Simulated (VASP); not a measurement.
Here is a VASP 6.6.1 calculation.

The input INCAR:

```
SYSTEM = MgO
PREC     = Accurate       ! precision mode
ENCUT    = 520            ! plane-wave cutoff, eV
EDIFF    = 1E-6           ! SCF threshold, eV
ISMEAR   = 0              ! smearing method
SIGMA    = 0.05           ! smearing width, eV
LREAL    = .False.        ! projectors in reciprocal space
LASPH    = .True.         ! aspherical terms in the spheres
NELM     = 80             ! most SCF steps
ALGO     = Normal         ! electronic algorithm
ISIF     = 2              ! what is computed and relaxed
LWAVE    = .False.        ! write WAVECAR
LCHARG   = .False.        ! write CHGCAR
GGA      = PE             ! functional
NBANDS   = 36             ! bands
```

KPOINTS

```
regular mesh
0
Gamma
  9 9 2
  0 0 0
```

The input POSCAR:

```
MgO
1.0
    2.1351500000     -2.1351500000      0.0000000000
    2.1351500000      0.0000000000     -2.1351500000
    8.9736127019      8.9736127019      8.9736127019
Mg O
6 6
Direct
    0.6666666667      0.6666666667      0.0396560834
    0.0000000000      0.0000000000      0.8327777505
    0.3333333333      0.3333333333      0.1982804168
    0.6666666667      0.6666666667      0.5155290837
    0.0000000000      0.0000000000      0.3569047502
    0.3333333333      0.3333333333      0.6741534171
    0.6666666667      0.6666666667      0.2775925835
    0.0000000000      0.0000000000      0.1189682501
    0.3333333333      0.3333333333      0.4362169169
    0.6666666667      0.6666666667      0.7534655838
    1.0000000000      1.0000000000      0.5948412504
    0.3333333333      0.3333333333      0.9120899172
```

Potentials or basis: VASP PAW PBE potentials, release 64 (Mg, O).

Run with:

```sh
$ cat potpaw_PBE.64/Mg/POTCAR potpaw_PBE.64/O/POTCAR > POTCAR
$ mpirun -np 1 vasp_std > vasp.out
```

Question: Predict the band gap on the k mesh.

Answer: 0.50 eV, direct.

Question: What does it give for the largest force?

Answer: 3.248 eV/Å.

Forces on the atoms (eV/Å):
```
Mg  -1.875 -1.875 -1.875
Mg   1.036  1.036  1.036
Mg   0.332  0.332  0.332
Mg   0.337  0.337  0.337
Mg   0.336  0.336  0.336
Mg   0.335  0.335  0.335
O   -0.334 -0.334 -0.334
O   -0.331 -0.331 -0.331
O   -0.336 -0.336 -0.336
O   -0.350 -0.350 -0.350
O   -0.337 -0.337 -0.337
O    1.187  1.187  1.187
```

Caveat: forces of over 1 eV/Å act on the atoms, so gaps and moduli don't describe the material at rest. A k mesh can miss the band edges.
